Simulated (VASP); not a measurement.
# C (Cm) in VASP: single point with LDA

Aim: the single point of C with LDA.

All numbers are computed with VASP 6.6.1; they aren't measurements. Logs are shortened: lines on timing, memory, paths and dates and some standing lists are left out, and cuts for length are marked.

### 1 The cell of the first run

It takes space group Cm (No. 8, monoclinic). Conventional cell: a = 4.315 Å, b = 2.491 Å, c = 10.279 Å, α = 90.00°, β = 94.01°, γ = 90.00°. Within 2.0 Å of C (site symmetry m) lie 4 C at 1.53 Å. C (site symmetry m) has 4 C at 1.53 Å within 2.0 Å. C (site symmetry m) has 4 C at 1.53 Å within 2.0 Å. C (site symmetry m) has 4 C at 1.53 Å within 2.0 Å. C (site symmetry m) has 4 C at 1.53 Å within 2.0 Å. Within 2.0 Å of C (site symmetry m) lie 4 C at 1.53 Å. C (site symmetry m) has 5 C at 1.53 to 1.99 Å within 2.0 Å. Within 2.0 Å of C (site symmetry m) lie 4 C at 1.53 to 1.55 Å.

### 2 Single point, LDA

The input, INCAR:

```
PREC     = Accurate       # precision mode
ENCUT    = 910            # plane-wave cutoff, eV
EDIFF    = 1E-6           # SCF threshold, eV
ISMEAR   = 0              # smearing method
SIGMA    = 0.05           # smearing width, eV
LREAL    = F              # projectors in reciprocal space
LASPH    = T              # aspherical terms in the spheres
NELM     = 120            # most SCF steps
ALGO     = Normal         # electronic algorithm
ISIF     = 2              # what is computed and relaxed
LWAVE    = F              # write WAVECAR
LCHARG   = F              # write CHGCAR
NBANDS   = 31             # bands
GGA_COMPAT= F
```

The input, KPOINTS:

```
regular mesh
0
Gamma
  10 10 3
```

The input, POSCAR:

```
C
1.0
   -2.4912907516      0.0000000000      0.0000000000
   -1.2456453758     -2.1575210791      0.0000000000
    0.0000000000      0.7191736930     10.2538776052
C
10
Direct
   -0.4122592763      0.0248185525      0.8741556576
    0.6125592763      0.9751814475      0.7252443424
    0.0458021751      0.1086956498      0.1257869493
    0.6544978249      0.8913043502      0.4736130507
    0.0209671684      0.1583656632      0.2747969895
    0.6793328316      0.8416343368      0.3246030105
   -0.0872822884      0.3748645769      0.9242937306
    0.2875822884      0.6251354231      0.6751062694
    0.3874890656      0.4253218689      0.0756656066
    0.3128109344      0.5746781311      0.5237343934
```

Potentials or basis: VASP PAW LDA potentials, release 64 (C_h).

The run is started by

```
> cat potpaw_LDA.64/C_h/POTCAR > POTCAR
> mpirun -np 1 vasp_std > vasp.out
```

OUTCAR:

```text
PREC = Accurate
   ENCUT = 910
   EDIFF = 1E-6
   ISMEAR = 0
   LREAL = F
   LASPH = T
   NELM = 120
   ISIF = 2

 ion  position               nearest neighbor table
   1  0.588  0.025  0.874-
   2  0.613  0.975  0.725-
   3  0.046  0.109  0.126-
   4  0.654  0.891  0.474-
   5  0.021  0.158  0.275-
   6  0.679  0.842  0.325-
   7  0.913  0.375  0.924-
   8  0.288  0.625  0.675-
   9  0.387  0.425  0.076-
  10  0.313  0.575  0.524-

  LATTYP: Found a base centered monoclinic cell.
 ALAT       =     4.3150421582
 B/A-ratio  =     0.5773502692
 C/A-ratio  =     2.3821475070
 COS(beta)  =    -0.0699648809

  Lattice vectors:

 A1 = (  -1.2456453758,  -2.1575210791,   0.0000000000)
 A2 = (   1.2456453758,  -2.1575210791,   0.0000000000)
 A3 = (   0.0000000000,   0.7191736930,  10.2538776052)

Analysis of symmetry for initial positions (statically):
=====================================================================
 Subroutine PRICEL returns:
 Original cell was already a primitive cell.

 Routine SETGRP: Setting up the symmetry group for a
 base centered monoclinic supercell.

 Subroutine GETGRP returns: Found  2 space group operations
 (whereof  1 operations were pure point group operations)
 out of a pool of  4 trial point group operations.

The static configuration has the point symmetry C_1 .
 The point group associated with its full space group is C_1h.

Analysis of symmetry for dynamics (positions and initial velocities):
=====================================================================
 Subroutine PRICEL returns:
 Original cell was already a primitive cell.

 Routine SETGRP: Setting up the symmetry group for a
 base centered monoclinic supercell.

 Subroutine GETGRP returns: Found  2 space group operations
 (whereof  1 operations were pure point group operations)
 out of a pool of  4 trial point group operations.

The dynamic configuration has the point symmetry C_1 .
 The point group associated with its full space group is C_1h.

 Subroutine INISYM returns: Found  2 space group operations
 (whereof  1 operations are pure point group operations),
 and found     1 'primitive' translations

----------------------------------------------------------------------------------------

                                     Primitive cell

  volume of cell :      55.1147

  direct lattice vectors                    reciprocal lattice vectors
    -2.491290752  0.000000000  0.000000000    -0.401398351  0.231747446 -0.016254014
    -1.245645376 -2.157521079  0.000000000     0.000000000 -0.463494892  0.032508027
     0.000000000  0.719173693 10.253877605     0.000000000  0.000000000  0.097524082

  length of vectors
     2.491290752  2.491290752 10.279066920     0.463779806  0.464633497  0.097524082

  position of ions in fractional coordinates (direct lattice)
     0.587740724  0.024818553  0.874155658
     0.612559276  0.975181447  0.725244342
     0.045802175  0.108695650  0.125786949
     0.654497825  0.891304350  0.473613051
     0.020967168  0.158365663  0.274796989
     0.679332832  0.841634337  0.324603010
     0.912717712  0.374864577  0.924293731
     0.287582288  0.625135423  0.675106269
     0.387489066  0.425321869  0.075665607
     0.312810934  0.574678131  0.523734393

  ion indices of the primitive-cell ions
   primitive index   ion index
                 1           1
                 2           2
                 3           3
                 4           4
                 5           5
                 6           6
                 7           7
                 8           8
                 9           9
                10          10

----------------------------------------------------------------------------------------

 KPOINTS: regular mesh

Automatic generation of k-mesh.
 Grid dimensions read from file:
 generate k-points for:   10   10    3

 Generating k-lattice:

  Cartesian coordinates                     Fractional coordinates (reciprocal lattice)
    -0.040139835  0.023174745 -0.001625401     0.100000000  0.000000000  0.000000000
     0.000000000 -0.046349489  0.003250803     0.000000000  0.100000000 -0.000000000
     0.000000000  0.000000000  0.032508027     0.000000000  0.000000000  0.333333333

  Length of vectors
     0.046377981  0.046463350  0.032508027

  Shift w.r.t. Gamma in fractional coordinates (k-lattice)
     0.000000000  0.000000000  0.000000000

 Subroutine IBZKPT returns following result:
 ===========================================

 Found     86 irreducible k-points:

 Following reciprocal coordinates:
            Coordinates               Weight
  0.000000  0.000000  0.000000      1.000000
  0.100000  0.000000 -0.000000      4.000000
  0.200000  0.000000 -0.000000      4.000000
  0.300000  0.000000  0.000000      4.000000
  0.400000  0.000000 -0.000000      4.000000
  0.500000  0.000000 -0.000000      2.000000
[... 16 lines left out ...]
  0.000000  0.300000  0.000000      2.000000
 -0.400000  0.300000  0.000000      2.000000
 [... further k-points ...]
   k-points           NKPTS =     86   k-points in BZ     NKDIM =     86   number of bands    NBANDS=     31
   number of dos      NEDOS =    301   number of ions     NIONS =     10
   total plane-waves  NPLWV =  84672
   dimension x,y,z NGX =    28 NGY =   28 NGZ =  108
   dimension x,y,z NGXF=    56 NGYF=   56 NGZF=  216
   ions per type =              10
   NGX,Y,Z   is equivalent  to a cutoff of  18.68, 18.68, 17.47 a.u.
   NGXF,Y,Z  is equivalent  to a cutoff of  37.37, 37.37, 34.93 a.u.
 SYSTEM =  unknown system
   PREC   = accura    normal or accurate (medium, high low for compatibility)
   ISTART =      0    job   : 0-new  1-cont  2-samecut
   ICHARG =      2    charge: 1-file 2-atom 10-const
   ISPIN  =      1    spin polarized calculation?
   LNONCOLLINEAR =      F non collinear calculations
   LSORBIT =      F    spin-orbit coupling
   LASPH  =      T    aspherical Exc in radial PAW
   ENCUT  =  910.0 eV  66.88 Ry    8.18 a.u.   6.13  6.13 25.28*2*pi/ulx,y,z
   NELM   =    120;   NELMIN=  2; NELMDL= -5     # of ELM steps
   EDIFF  = 0.1E-05   stopping-criterion for ELM
   LREAL  =      F    real-space projection
   EDIFFG = 0.1E-04   stopping-criterion for IOM
   NSW    =      0    number of steps for IOM
   IBRION =     -1    ionic relax: 0-MD 1-quasi-New 2-CG
   NFREE  =      0    steps in history (QN), initial steepest desc. (CG)
   ISIF   =      2    stress and relaxation
   ISYM   =      2    0-nonsym 1-usesym 2-fastsym
   POTIM  = 0.5000    time-step for ionic-motion
   TEBEG  =    0.0;   TEEND  =   0.0 temperature during run
   PSTRESS=    0.0 pullay stress
   NELECT =      40.0000    total number of electrons
   NUPDOWN=      -1.0000    fix difference up-down
   EMIN   =  10.00;   EMAX   =-10.00  energy-range for DOS
   EFERMI =   0.00;   METHOD = LEGACY
   ISMEAR =     0;   SIGMA  =   0.05  broadening in eV -4-tet -1-fermi 0-gaus
   EFERMI_NEDOS =   21; number of points for ismear=-14 and -15
   IALGO  =     38    algorithm
   IMIX   =      4    mixing-type and parameters
     AMIX     =   0.40;   BMIX     =  1.00
     AMIX_MAG =   1.60;   BMIX_MAG =  1.00
  volume/ion in A,a.u.               =       5.51        37.19
  Fermi-wavevector in a.u.,A,eV,Ry     =   1.471202  2.780169 29.448929  2.164435
  Thomas-Fermi vector in A             =   2.586366
   LORBIT       =      0    0 simple, 1 ext, 2 COOP (PROOUT), +10 PAW based schemes
   GGA     = CA    functional components
   LHFCALC =     F    Hartree Fock is set to
   AEXX    =    0.0000 exact exchange contribution
   IVDW    =     0    specifies the selected vdW correction
   LEPSILON=     F    determine dielectric tensor
   LRPA    =     F    only Hartree local field effects (RPA)
 non-spin polarized calculation
 Gauss-broadening in eV      SIGMA  =   0.05
  energy-cutoff  :      910.00
  volume of cell :       55.11
 maximum number of plane-waves:      3463
 NGX is ok and might be reduce to    28
   NGX = 13   NGY = 13   NGZ = 51

 number of electron      40.0000000 magnetization

 Free energy of the ion-electron system (eV)
  ---------------------------------------------------
  ext. energy  EPLUGINS =         0.00000000
  ---------------------------------------------------
  free energy    TOTEN  =       -97.08474433 eV

  energy without entropy =      -97.08316989  energy(sigma->0) =      -97.08395711

 E-fermi :  11.5017     XC(G=0): -13.8271

 val. band max:       11.4708766493   @ k =   0.5000   0.1000   0.3333
 cond. band min:      11.5083988657   @ k =   0.2000   0.0000  -0.0000
 fundamental gap:      0.0375222164
 Fermi energy:        11.5017401517

 k-point     1 :       0.0000    0.0000    0.0000
  band No.  band energies     occupation
      1     -10.3755      2.00000
      2      -9.3132      2.00000
      3      -9.2000      2.00000
      4      -6.1049      2.00000
      5      -5.9878      2.00000
      6      -0.3541      2.00000
[... 23 lines left out ...]
     30      19.7014      0.00000
     31      19.8292      0.00000

 k-point     2 :       0.1000    0.0000   -0.0000
  band No.  band energies     occupation
      1     -10.1231      2.00000
      2      -9.0744      2.00000
      3      -8.9388      2.00000
      4      -5.8979      2.00000
      5      -5.7201      2.00000
      6      -0.1666      2.00000
[... 23 lines left out ...]
     30      20.1669      0.00000
     31      20.4415      0.00000

 k-point     3 :       0.2000    0.0000   -0.0000
  band No.  band energies     occupation
      1      -9.3694      2.00000
      2      -8.3541      2.00000
      3      -8.1672      2.00000
      4      -5.2476      2.00000
      5      -4.9579      2.00000
      6       0.3844      2.00000
[... 703 lines left out ...]
     30      21.1534      0.00000
     31      21.7957      0.00000

 k-point    24 :      -0.4000    0.3000    0.0000
  band No.  band energies     occupation
      1      -3.9572      2.00000
      2      -3.1631      2.00000
      3      -2.9441      2.00000
      4      -2.1086      2.00000
      5      -1.3448      2.00000
      6      -1.1010      2.00000
[... 23 lines left out ...]
     30      23.9522      0.00000
     31      24.2119      0.00000

 [... further k-points ...]

------------------------ aborting loop because EDIFF is reached ----------------------------------------

  FORCE on cell =-STRESS in cart. coord.  units (eV):
  Direction    XX          YY          ZZ          XY          YZ          ZX
  --------------------------------------------------------------------------------------
  -------------------------------------------------------------------------------------
  Total       -4.2671342      1.0741690      8.0626390      0.0000000      0.1262746      0.0000000
  in kB     -124.0450070     31.2259467    234.3798149      0.0000000      3.6707845      0.0000000
  external PRESSURE =      47.1869182 kB  Pullay stress =       0.0000000 kB

 VOLUME and BASIS-vectors are now :
 -----------------------------------------------------------------------------
  energy-cutoff  :      910.00
  volume of cell :       55.11
      direct lattice vectors                 reciprocal lattice vectors
    -2.491290752  0.000000000  0.000000000    -0.401398351  0.231747446 -0.016254014
    -1.245645376 -2.157521079  0.000000000     0.000000000 -0.463494892  0.032508027
     0.000000000  0.719173693 10.253877605     0.000000000  0.000000000  0.097524082

 POSITION                                       TOTAL-FORCE (eV/Angst)
 -----------------------------------------------------------------------------------
     -1.49515      0.57512      8.96349        -0.000000      0.693433      0.060600
     -2.74079     -1.58240      7.43657        -0.000000      0.355985     -0.617821
     -0.24950     -0.14405      1.28980        -0.000000      0.709265     -0.080450
     -2.74079     -1.58240      4.85637         0.000000      0.019469      0.155800
     -0.24950     -0.14405      2.81773         0.000000      0.373261      0.643331
     -2.74079     -1.58240      3.32844         0.000000     -0.014733     -0.192135
     -2.74079     -0.14405      9.47759         0.000000     -1.080744     -3.114180
     -1.49515     -0.86322      6.92246         0.000000      0.008171      0.174046
     -1.49515     -0.86322      0.77587        -0.000000     -1.064152      3.125943
     -1.49515     -0.86322      5.37031         0.000000      0.000045     -0.155133
 -----------------------------------------------------------------------------------
    total drift:                               -0.000001     -0.000135     -0.000484

  FREE ENERGIE OF THE ION-ELECTRON SYSTEM (eV)
  ---------------------------------------------------
  free  energy   TOTEN  =       -97.0847443307 eV

  energy  without entropy=      -97.0831698927  energy(sigma->0) =      -97.08395711
```

It took 7.3 min on 1 thread of Intel Xeon Platinum 8488C (Sapphire Rapids), shared host; peak memory 0.36 GiB.

Results:

* Free energy: -97.0847 eV
* Pressure: 4.7 GPa
* Largest force: 3.302 eV/Å
* Band gap on the k mesh: zero (bands 20 and 21 overlap by 0.54 eV)

Forces on the atoms (eV/Å):
```
C    0.000  0.693  0.061
C    0.000  0.356 -0.618
C    0.000  0.709 -0.080
C    0.000  0.019  0.156
C    0.000  0.373  0.643
C    0.000 -0.015 -0.192
C    0.000 -1.081 -3.114
C    0.000  0.008  0.174
C    0.000 -1.064  3.126
C    0.000  0.000 -0.155
```

Caveat: the cutoff is under 1.25 times the usual one of these potentials, so pressure, stress and relaxed cells hold a basis-set (Pulay) error; the cell stands under pressure; forces of over 1 eV/Å act on the atoms, so gaps and moduli don't describe the material at rest.
